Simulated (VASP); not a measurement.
Set up this calculation in VASP 6.6.1, as the native input.

```yaml
Task: single point
Functional: PBE
Potentials_or_basis: VASP PAW PBE potentials, release 64 (P, As)
Cutoff: 520 eV
k_mesh: 12 × 12 × 4
Occupations: gaussian, width 0.1 eV
Spin: no spin polarisation
Dipole_correction: no
Further_INCAR_settings: ALGO = Normal; EDIFF = 1e-06; NBANDS = 24
```

The structure of AsP2 lies in POSCAR:

```
AsP2
1.0
    3.9430890084      0.0000000000      0.0000000000
   -1.9715445042      3.4148152507      0.0000000000
    0.0000000000      0.0000000000      9.2831627598
P As
4 2
Direct
    0.6666666667      0.3333333333      0.3629669655
    0.3333333333      0.6666666667      0.6370330345
    0.3333333333      0.6666666667      0.8629669655
    0.6666666667      0.3333333333      0.1370330345
    0.0000000000      0.0000000000      0.5000000000
    0.0000000000      0.0000000000      0.0000000000
```

The cell was generated, and may not be a known phase.

These files were run (other wordings do the same):

INCAR

```
PREC     = Accurate       # precision mode
ENCUT    = 520            # plane-wave cutoff, eV
EDIFF    = 1E-6           # SCF threshold, eV
ISMEAR   = 0              # smearing method
SIGMA    = 0.1            # smearing width, eV
LREAL    = False          # projectors in reciprocal space
LASPH    = True           # aspherical terms in the spheres
NELM     = 100            # most SCF steps
ALGO     = Normal         # electronic algorithm
ISIF     = 2              # what is computed and relaxed
LWAVE    = False          # write WAVECAR
LCHARG   = False          # write CHGCAR
GGA      = PE             # functional
NBANDS   = 24             # bands
```

KPOINTS

```
regular mesh
0
Gamma
  12 12 4
```

Potentials or basis: VASP PAW PBE potentials, release 64 (P, As).

Command:

```sh
$ cat potpaw_PBE.64/P/POTCAR potpaw_PBE.64/As/POTCAR > POTCAR
$ mpirun -np 1 vasp_std > vasp.out
```

Results of the run:

```yaml
Pressure: 0.0 GPa
Largest_force: 0.048 eV/Å
Band_gap_on_the_k_mesh: zero (bands 15 and 16 overlap by 1.82 eV)
```

Wall time 73 s on 1 thread of Intel(R) Xeon(R) 6975P-C (Granite Rapids), on a shared host, peak memory 0.31 GiB.
